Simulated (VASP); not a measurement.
Here is a VASP 6.6.1 calculation.

The input POSCAR:

```
P
1.0
   -1.9632750920      1.9632750920      1.9632750920
    1.9632750920     -1.9632750920      1.9632750920
    1.9632750920      1.9632750920     -1.9632750920
P
1
Direct
    0.0000000000      0.0000000000      0.0000000000
```

The input INCAR.step1:

```
PREC = Accurate
ENCUT = 600
ISMEAR = 0
SIGMA = 0.1
LREAL = False
LASPH = True
NELM = 80
GGA = PE
ALGO = Normal
EDIFF = 1E-4
LWAVE = True
LCHARG = False
```

Contents of INCAR.step2:

```
PREC = Accurate
ENCUT = 600
EDIFF = 1E-6
ISMEAR = 0
SIGMA = 0.1
LREAL = False
LASPH = True
NELM = 80
ALGO = Normal
ISIF = 3
LWAVE = False
LCHARG = False
METAGGA = R2SCAN
LMIXTAU = True
IBRION = 2
NSW = 90
EDIFFG = -0.04
ISTART = 1
```

The input KPOINTS:

```
regular mesh
0
Gamma
  6 6 6
```

Potentials or basis: VASP PAW PBE potentials, release 64 (P).

Launch:

```sh
$ cat potpaw_PBE.64/P/POTCAR > POTCAR
$ cp INCAR.step1 INCAR
$ mpirun -np 1 vasp_std > vasp.out
$ cp INCAR.step2 INCAR
$ mpirun -np 1 vasp_std > vasp.out
```

What does it give for the space group after relaxing (to 0.05 Å)?

Im-3m (No. 229).

Predict the relaxed cell.

a = 2.625 Å, b = 2.625 Å, c = 2.625 Å, α = 109.47°, β = 109.47°, γ = 109.47°.

What does it give for the relaxed volume?

13.93 Å³/atom.

The path:
```
step  energy change (eV)  largest force (eV/Å)  pressure (GPa)  volume (Å³)
   1              0.0000                0.0000          -16.37        30.27
   2             -1.2121                0.0000          -13.05        18.64
   3             -1.3936                0.0000           -6.26        15.69
   4             -1.1055                0.0000           42.12        10.75
   5             -1.4325                0.0000           -5.69        14.72
   6             -1.4035                0.0000           11.41        12.63
   7             -1.4477                0.0000           -0.12        13.93
```

Caveat: the k points lie up to 0.49 Å⁻¹ apart in the final cell; the volume moved by over 15 % at a fixed basis, so the end points are rough; the PAW data sets were made with another functional, which shifts forces and pressure a little.
